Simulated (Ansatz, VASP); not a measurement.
One calculation of TiAl6Ni5, two programs

```xyz
12
Lattice="4.0955 0.0000 0.0000 0.0000 4.0955 0.0000 0.0000 0.0000 9.1800" Properties=species:S:1:pos:R:3 pbc="T T T"
Ti    2.0478    2.0478    4.5900
Al    0.0000    2.0478    0.0000
Al    2.0478    0.0000    0.0000
Al    0.0000    2.0478    2.8761
Al    2.0478    0.0000    2.8761
Al    0.0000    2.0478    6.3039
Al    2.0478    0.0000    6.3039
Ni    2.0478    2.0478    1.4802
Ni    0.0000    0.0000    1.4051
Ni    0.0000    0.0000    4.5900
Ni    2.0478    2.0478    7.6998
Ni    0.0000    0.0000    7.7748
```

Alike in both runs: task relaxation of cell and atoms; functional PBE; k mesh 10 × 10 × 4; occupations gaussian, width 0.1 eV; no spin polarisation.

|  | VASP | Ansatz |
| --- | --- | --- |
| version | VASP 6.6.1 | Ansatz 0.2.0 |
| potentials or method | VASP PAW PBE potentials, release 64 (Ti_sv, Al, Ni), cutoff 600 eV | scalar-relativistic, plane waves, PAW |
| valence electrons in the cell | 80 | 120 |

Ansatz gave:

| Property | Result |
| --- | --- |
| gap on the k mesh at the Fermi level, each at its own relaxed structure (eV) | none |
| relaxed volume (Å³/atom) | 12.84 |
| relaxed length of the cell vector where the two differ most in proportion (Å) | 9.252 |

Task: Estimate VASP's values.

Result: gap on the k mesh at the Fermi level, each at its own relaxed structure (eV): none; relaxed volume (Å³/atom): 12.84; relaxed length of the cell vector where the two differ most in proportion (Å): 9.243.

A gap of «none» marks a metal or a gap that the smearing closes. VASP's potentials hold 80 valence electrons a cell and Ansatz's 120, so a difference there can come from the potentials and not from the codes.
